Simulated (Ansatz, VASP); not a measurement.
# One calculation of WSe2, two programs

```
W Se
1.0
     3.22999    0.00000    0.00000
    -1.61499    2.79725    0.00000
     0.00000    0.00000   12.86276
W Se
2 4
Direct
  0.66667 0.33333 0.24996
  0.33333 0.66667 0.75004
  0.33333 0.66667 0.38237
  0.66667 0.33333 0.88244
  0.33333 0.66667 0.11756
  0.66667 0.33333 0.61763
```

Alike in both runs: task single point; functional PBE; dispersion D3(BJ); k mesh 12 × 12 × 2; occupations gaussian, width 0.02 eV; no spin polarisation.

|  | VASP | Ansatz |
| --- | --- | --- |
| version | VASP 6.6.1 | Ansatz 0.2.0 |
| potentials or method | VASP PAW PBE potentials, release 64 (W_sv, Se), cutoff 520 eV | scalar-relativistic, plane waves, PAW |
| valence electrons in the cell | 52 | 92 |

```tsv
	VASP	Ansatz	Ansatz less VASP
gap on the k mesh at the Fermi level (eV)	0.92	0.93	+0.005
least direct gap on the mesh (eV)	1.77	1.77	+0.003
pressure (GPa)	2.8	2.5	-0.36
traceless stress, the component that is largest in VASP (GPa)	-2.37	-2.47	-0.095
rms of the force components (eV/Å)	0.024	0.000	-0.0237
```

Atom by atom the forces differ by 0.024 eV/Å (rms over components). VASP's potentials hold 52 valence electrons a cell and Ansatz's 92, so a difference there can come from the potentials and not from the codes.

Spin-orbit coupling is off throughout.
